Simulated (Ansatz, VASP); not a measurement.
## C in VASP and in Ansatz

```
CELL_PARAMETERS angstrom
2.51292 0.00000 0.00000
0.00000 3.55381 0.00000
0.00000 0.00000 18.51290
ATOMIC_POSITIONS crystal
C 0.75000 0.09787 0.43919
C 0.25000 0.90213 0.43919
C 0.25000 0.60994 0.50000
C 0.75000 0.39006 0.50000
C 0.75000 0.09787 0.56081
C 0.25000 0.90213 0.56081
```

Alike in both runs: functional PBEsol; k mesh 10 × 7 × 1; occupations fermi-dirac, width 0.02 eV; no spin polarisation.

Ansatz relaxed the structure, and its values are those at the end. VASP's run is a single point on that final structure, the one shown.

```csv
,VASP,Ansatz
version,VASP 6.6.1,Ansatz 0.2.0
potentials or method,"VASP PAW PBE potentials, release 64 (C)","PAW with Ansatz's default frozen-core files, scalar-relativistic"
plane-wave cutoff (eV),520,420
valence electrons in the cell,24,24
```

|  | VASP | Ansatz | Ansatz less VASP |
| --- | --- | --- | --- |
| rms of the force components (eV/Å) | 0.023 | 0.002 | -0.0206 |

VASP's potentials were made for PBE, not for PBEsol. Ansatz's warnings: stress scf threshold loose.
